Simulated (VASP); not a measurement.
Here is a VASP 6.6.1 calculation.

The input INCAR:

```
SYSTEM = ZnSe
  PREC = Accurate
  ENCUT = 500
  EDIFF = 1E-6
  ISMEAR = 0
  SIGMA = 0.01
  LREAL = .FALSE.
  LASPH = .TRUE.
  NELM = 120
  ALGO = Normal
  ISIF = 2
  LWAVE = .FALSE.
  LCHARG = .TRUE.
  GGA = PE
  LELF = .TRUE.
  LVHAR = .TRUE.
  NBANDS = 16
  GGA_COMPAT = .FALSE.
```

File KPOINTS:

```
regular mesh
0
G
  2 2 2
  0 0 0
```

File POSCAR:

```
ZnSe
1.0
    0.0000000000      2.8338000000      2.8338000000
    2.8338000000      0.0000000000      2.8338000000
    2.8338000000      2.8338000000      0.0000000000
Zn Se
1 1
Direct
    0.0000000000      0.0000000000      0.0000000000
    0.2500000000      0.2500000000      0.2500000000
```

Potentials or basis: VASP PAW PBE potentials, release 64 (Zn, Se).

The run is started by

```sh
$ cat potpaw_PBE.64/Zn/POTCAR potpaw_PBE.64/Se/POTCAR > POTCAR
$ mpirun -np 1 vasp_std > vasp.out
```

Question: Estimate the band gap on the k mesh.

Answer: 1.16 eV, direct.

Question: Predict the pressure.

Answer: 8.2 GPa.

Caveat: the k points lie up to 0.96 Å⁻¹ apart.
